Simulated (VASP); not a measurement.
# Sr2TlO2 (I4/mmm) in VASP: a series of runs, part 2 of 2

VASP 6.6.1. Earlier steps stand in the parts before.

**3. Single point, PBE**

This run uses another cell than the first one, of 21.69 Å³/atom.

INCAR reads:

```
SYSTEM = Sr2TlO2
PREC = Accurate ; ENCUT = 600
EDIFF = 1E-6 ; ISMEAR = 0
SIGMA = 0.1 ; LREAL = .FALSE.
LASPH = .TRUE. ; NELM = 120
ALGO = Normal ; ISIF = 2
LWAVE = .FALSE. ; LCHARG = .TRUE.
GGA = PE ; LELF = .TRUE.
LVHAR = .TRUE. ; NBANDS = 30
GGA_COMPAT = .FALSE.
```

KPOINTS reads:

```
Automatic mesh
0
G
  6 6 6
  0 0 0
```

POSCAR reads:

```
Sr2TlO2
1.0
   -2.2356771784      2.2356771784      5.4234937720
    2.2356771784     -2.2356771784      5.4234937720
    2.2356771784      2.2356771784     -5.4234937720
Sr Tl O
2 1 2
Direct
    0.2500000000      0.7500000000      0.5000000000
    0.7500000000      0.2500000000      0.5000000000
    0.0000000000      0.0000000000      0.0000000000
    0.3711000000      0.3711000000      0.0000000000
    0.6289000000      0.6289000000      0.0000000000
```

Potentials or basis: VASP PAW PBE potentials, release 64 (Sr_sv, Tl_d, O).

The run is started by

```bash
cat potpaw_PBE.64/Sr_sv/POTCAR potpaw_PBE.64/Tl_d/POTCAR potpaw_PBE.64/O/POTCAR > POTCAR
mpirun -np 1 vasp_std > vasp.out
```

OUTCAR:

```text
SYSTEM = Sr2TlO2
   PREC = Accurate
   ENCUT = 600
   EDIFF = 1E-6
   ISMEAR = 0
   LREAL = .FALSE.
   LASPH = .TRUE.
   NELM = 120
   ISIF = 2
   GGA = PE

 ion  position               nearest neighbor table
   1  0.250  0.750  0.500-   4 2.59   5 2.59   4 2.59   5 2.59   2 3.16   2 3.16   2 3.16   2 3.16
                             3 3.51   3 3.51   3 3.51   3 3.51
   2  0.750  0.250  0.500-   4 2.59   5 2.59   4 2.59   5 2.59   1 3.16   1 3.16   1 3.16   1 3.16
                             3 3.51   3 3.51   3 3.51   3 3.51
   3  0.000  0.000  0.000-   2 3.51   1 3.51   1 3.51   2 3.51   1 3.51   2 3.51   2 3.51   1 3.51

   4  0.371  0.371  0.000-   1 2.59   2 2.59   1 2.59   2 2.59
   5  0.629  0.629  0.000-   1 2.59   2 2.59   1 2.59   2 2.59

  LATTYP: Found a body centered tetragonal cell.
 ALAT       =     4.4713543568
 C/A-ratio  =     2.4258841233

  Lattice vectors:

 A1 = (  -2.2356771784,   2.2356771784,   5.4234937720)
 A2 = (   2.2356771784,  -2.2356771784,   5.4234937720)
 A3 = (   2.2356771784,   2.2356771784,  -5.4234937720)

Analysis of symmetry for initial positions (statically):
=====================================================================
 Subroutine PRICEL returns:
[... 181 lines left out ...]
 fundamental gap:      0.0075177765
 Fermi energy:         3.9152590473

 k-point     1 :       0.0000    0.0000    0.0000
  band No.  band energies     occupation
      1     -31.4735      2.00000
      2     -31.1225      2.00000
      3     -14.1507      2.00000
      4     -14.0660      2.00000
      5     -14.0660      2.00000
      6     -13.1264      2.00000
[... 781 lines left out ...]
     29       8.3345      0.00000
     30       9.3697      0.00000

 [... further k-points ...]

------------------------ aborting loop because EDIFF is reached ----------------------------------------

  FORCE on cell =-STRESS in cart. coord.  units (eV):
  Direction    XX          YY          ZZ          XY          YZ          ZX
  --------------------------------------------------------------------------------------
  -------------------------------------------------------------------------------------
  Total        0.1609335      0.1609335      1.0060879      0.0000000      0.0000000      0.0000000
  in kB        2.3779334      2.3779334     14.8658313      0.0000000      0.0000000      0.0000000
  external PRESSURE =       6.5405660 kB  Pullay stress =       0.0000000 kB

 VOLUME and BASIS-vectors are now :
 -----------------------------------------------------------------------------
  energy-cutoff  :      600.00
  volume of cell :      108.43
      direct lattice vectors                 reciprocal lattice vectors
    -2.235677178  2.235677178  5.423493772     0.000000000  0.223645884  0.092191495
     2.235677178 -2.235677178  5.423493772     0.223645884  0.000000000  0.092191495
     2.235677178  2.235677178 -5.423493772     0.223645884  0.223645884  0.000000000

 POSITION                                       TOTAL-FORCE (eV/Angst)
 -----------------------------------------------------------------------------------
      2.23568     -0.00000      2.71175         0.000000      0.000000     -0.000000
     -0.00000      2.23568      2.71175         0.000000      0.000000      0.000000
      0.00000      0.00000      0.00000         0.000000      0.000000      0.000000
      0.00000      0.00000      4.02532         0.000000      0.000000     -2.157329
      0.00000      0.00000      6.82167        -0.000000     -0.000000      2.157329
 -----------------------------------------------------------------------------------
    total drift:                                0.000000     -0.000000     -0.000000

  FREE ENERGIE OF THE ION-ELECTRON SYSTEM (eV)
  ---------------------------------------------------
  free  energy   TOTEN  =       -21.3778622969 eV

  energy  without entropy=      -21.3557127969  energy(sigma->0) =      -21.36678755
```

Wall time 2.8 min (1 thread of AMD EPYC 9R45 (Zen 5), shared host); peak memory 0.38 GiB.

Results:

```yaml
Free_energy: -21.3779 eV
Pressure: 0.7 GPa
Largest_force: 2.157 eV/Å
Band_gap_on_the_k_mesh: zero (an odd number of electrons rules out a gap without spin polarisation)
```

Forces on the atoms (eV/Å):
```
Sr   0.000  0.000  0.000
Sr   0.000  0.000  0.000
Tl   0.000  0.000  0.000
O    0.000  0.000 -2.157
O    0.000  0.000  2.157
```

Levels at points of the mesh, in eV from the Fermi level:
```tsv
k point	band 18	band 19	band 20	band 21	band 22	band 23	band 24	band 25	band 26	band 27
(0.00, 0.00, 0.00)	-3.12	-3.12	-2.79	-1.99	-1.99	0.66	1.49	2.74	2.74	2.93
(0.50, 0.00, 0.00)	-2.72	-2.57	-2.36	-2.24	-1.64	0.00	0.56	2.01	3.56	3.98
(0.50, 0.50, 0.00)	-2.85	-2.79	-2.38	-2.19	-1.31	-0.52	1.00	1.22	2.97	2.97
(0.50, 0.50, 0.50)	-2.64	-2.64	-2.58	-2.38	-2.38	-0.65	1.48	2.80	2.86	2.86
```

Caveat: spin-orbit coupling is left out, which moves the levels of the heavy elements; an odd number of electrons without spin polarisation forces a metal; a magnetic or distorted state may lie lower.

**4. Relaxation of cell and atoms, PBE**

This run uses another cell than the first one, of 21.69 Å³/atom.

INCAR reads:

```
SYSTEM = Sr2TlO2
PREC = Accurate
ENCUT = 600
EDIFF = 1E-7
ISMEAR = 0
SIGMA = 0.1
LREAL = .False.
LASPH = .True.
NELM = 120
ALGO = Normal
ISIF = 3
LWAVE = .False.
LCHARG = .False.
GGA = PE
IBRION = 2
NSW = 90
EDIFFG = -0.04
GGA_COMPAT = .False.
NELMIN = 4
```

KPOINTS reads:

```
Automatic mesh
0
Gamma
  6 6 6
  0 0 0
```

POSCAR is that of step 3.

The run is started by

```bash
cat potpaw_PBE.64/Sr_sv/POTCAR potpaw_PBE.64/Tl_d/POTCAR potpaw_PBE.64/O/POTCAR > POTCAR
mpirun -np 1 vasp_std > vasp.out
```

It took 31 min on 1 thread of AMD EPYC 9R45 (Zen 5), shared host; peak memory 0.42 GiB.

Results (log left out):

- Free energy: -24.2541 eV
- Relaxed volume: 29.65 Å³/atom
- Relaxed cell: a = 7.085 Å, b = 7.085 Å, c = 7.085 Å, α = 139.56°, β = 139.56°, γ = 58.52°
- Space group after relaxing (to 0.1 Å): I4/mmm (No. 139)
- Energy gained by relaxing: 575.3 meV/atom
- Ionic steps: 18
- Pressure after relaxing: 0.0 GPa
- Largest force after relaxing: 0.006 eV/Å
- Band gap on the k mesh: zero (an odd number of electrons rules out a gap without spin polarisation)

Forces in eV/Å, atoms in the order of the input:
```
Sr   0.000  0.000  0.000
Sr   0.000  0.000  0.000
Tl   0.000  0.000  0.000
O    0.000  0.000 -0.006
O    0.000  0.000  0.006
```

Stress tensor (GPa, compression positive):
```
-0.01  0.00  0.00
 0.00 -0.01  0.00
 0.00  0.00  0.07
```

The path:
```csv
step,energy change (eV),largest force (eV/Å),pressure (GPa),volume (Å³)
1,0.0000,2.1575,0.67,108.43
2,-0.4084,1.6259,1.41,109.85
3,-1.0862,0.5115,4.88,113.96
4,-1.2575,0.4963,12.54,122.37
5,-1.3807,0.3730,11.64,124.14
6,-1.7373,0.0309,8.96,129.53
7,-2.3436,0.4571,3.90,140.78
8,-2.6467,0.1216,-3.70,165.16
9,-2.7253,0.4383,-1.41,155.82
10,-2.7288,0.4057,-1.76,157.06
11,-2.7446,0.3645,-1.92,157.38
12,-2.7731,0.2013,-2.38,158.35
13,-2.8170,0.1709,-1.81,155.76
14,-2.8746,0.0733,-0.09,148.99
15,-2.8753,0.0579,0.16,148.11
16,-2.8753,0.0615,0.10,148.31
17,-2.8758,0.0470,0.08,148.29
18,-2.8763,0.0060,0.02,148.24
```

Final structure:
```
Sr Tl O
1.0
    -2.44871    2.44871    6.18058
     2.44871   -2.44871    6.18058
     2.44871    2.44871   -6.18058
Sr Tl O
2 1 2
Cartesian
  2.4487 0.0000 3.0903
  0.0000 2.4487 3.0903
  0.0000 0.0000 12.3612
  2.4487 2.4487 -3.4793
  0.0000 0.0000 9.6599
```

Levels at points of the mesh, in eV from the Fermi level:
| k point | band 20 | band 21 | band 22 | band 23 | band 24 | band 25 |
| --- | --- | --- | --- | --- | --- | --- |
| (0.00, 0.00, 0.00) | -1.85 | -1.85 | -1.81 | 1.76 | 1.76 | 2.35 |
| (0.50, 0.00, 0.00) | -2.09 | -2.01 | -1.66 | -0.56 | 2.57 | 2.85 |
| (0.50, 0.50, 0.00) | -2.89 | -2.84 | -1.68 | -0.10 | 0.26 | 2.48 |
| (0.50, 0.50, 0.50) | -1.91 | -1.91 | -1.59 | 0.72 | 2.38 | 2.38 |

Caveat: the volume moved by over 15 % at a fixed basis, so the end points are rough; spin-orbit coupling is left out, which moves the levels of the heavy elements; an odd number of electrons without spin polarisation forces a metal; a magnetic or distorted state may lie lower.

**5. The runs side by side**

| task | cell | gap on the mesh (eV) | pressure (GPa) | largest force (eV/Å) |
| --- | --- | --- | --- | --- |
| single point | a = 7.077 Å, angles 139.6, 139.6, 58.4°, 5 atoms, atomic positions A | none | 0.4 | 0.03 |
| single point | a = 6.278 Å, angles 138.3, 138.3, 60.5°, 5 atoms, atomic positions B | none | 0.7 | 2.16 |
| relaxation of cell and atoms | relaxed from a = 6.278 Å, angles 138.3, 138.3, 60.5°, 5 atoms, atomic positions B | none | 0.0 | 0.01 |

Alike in all rows: level PBE; potentials or basis VASP PAW PBE potentials, release 64 (Sr_sv, Tl_d, O); no spin polarisation; k mesh 6 × 6 × 6; cutoff (eV) 600; smearing gaussian 0.1 eV.

Caveats: spin-orbit coupling is left out, which moves the levels of the heavy elements; an odd number of electrons without spin polarisation forces a metal; a magnetic or distorted state may lie lower; the volume moved by over 15 % at a fixed basis, so the end points are rough (at least some runs).

Total energies depend on the potentials used, so only differences within one code and one set of settings carry meaning.
